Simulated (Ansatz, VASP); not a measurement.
## One calculation of Hf3C2, two programs

```xyz
10
Lattice="8.4017 0.0000 0.0000 0.0000 8.4017 0.0000 0.0000 0.0000 8.4017" Properties=species:S:1:pos:R:3 pbc="T T T"
Hf    6.4323    4.2008    4.2008
Hf    1.9694    4.2008    4.2008
Hf    4.2008    6.4323    4.2008
Hf    4.2008    1.9694    4.2008
Hf    4.2008    4.2008    6.4323
Hf    4.2008    4.2008    1.9694
C     0.0000    4.2008    4.2008
C     4.2008    0.0000    4.2008
C     4.2008    4.2008    0.0000
C     0.0000    0.0000    0.0000
```

Alike in both runs: functional PBE; k mesh 6 × 6 × 6; occupations gaussian, width 0.1 eV; no spin polarisation.

Ansatz relaxed the structure, and its values are those at the end. VASP's run is a single point on that final structure, the one shown.

|  | VASP | Ansatz |
| --- | --- | --- |
| version | VASP 6.6.1 | Ansatz 0.2.0 |
| potentials or method | VASP PAW PBE potentials, release 64 (Hf_pv, C), cutoff 520 eV | scalar-relativistic, plane waves, PAW |
| valence electrons in the cell | 76 | 172 |

```csv
,VASP,Ansatz,Ansatz less VASP
gap on the k mesh at the Fermi level (eV),none,none,-
pressure (GPa),0.0,0.0,+0.01
rms of the force components (eV/Å),0.016,0.000,-0.0160
```

A gap of «none» marks a metal or a gap that the smearing closes. VASP's potentials hold 76 valence electrons a cell and Ansatz's 172, so a difference there can come from the potentials and not from the codes.

Neither program's run includes spin-orbit coupling.
